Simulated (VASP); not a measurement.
Here is a VASP 6.6.1 calculation.

File POSCAR:

```
TiSe2
1.0
    3.5614073773      0.0000000000      0.0000000000
   -1.7807036886      3.0842692620      0.0000000000
    0.0000000000      0.0000000000      6.3120909010
Ti Se
1 2
Direct
    0.0000000000      0.0000000000      0.0000000000
    0.3333333333      0.6666666667      0.2403943924
    0.6666666667      0.3333333333      0.7596056076
```

File INCAR.step1:

```
PREC = Accurate ; ENCUT = 550
ISMEAR = 0 ; SIGMA = 0.1
LREAL = F ; LASPH = T
NELM = 120 ; NBANDS = 19
GGA = PE ; ALGO = Normal
EDIFF = 1E-5 ; LWAVE = T
LCHARG = F ; GGA_COMPAT = F
```

File INCAR.step2:

```
PREC = Accurate ; ENCUT = 550
EDIFF = 1E-6 ; ISMEAR = 0
SIGMA = 0.1 ; LREAL = F
LASPH = T ; NELM = 120
ALGO = Normal ; ISIF = 2
LWAVE = F ; LCHARG = F
METAGGA = R2SCAN ; LMIXTAU = T
NBANDS = 19 ; ISTART = 1
GGA_COMPAT = F
```

The input KPOINTS:

```
regular mesh
0
Gamma
  15 15 8
```

Potentials or basis: VASP PAW PBE potentials, release 64 (Ti_sv, Se).

The run is started by

```console
$ cat potpaw_PBE.64/Ti_sv/POTCAR potpaw_PBE.64/Se/POTCAR > POTCAR
$ cp INCAR.step1 INCAR
$ mpirun -np 1 vasp_std > vasp.out
$ cp INCAR.step2 INCAR
$ mpirun -np 1 vasp_std > vasp.out
```

(1) What does it give for the band gap on the k mesh?

(2) Estimate the largest force.

(3) Predict the pressure.

Answers

(1) zero (band 12 reaches 4.30 eV, above the bottom of band 13 at 4.04 eV).

(2) 0.017 eV/Å.

(3) 0.2 GPa.

Caveat: the PAW data sets were made with another functional, which shifts forces and pressure a little.
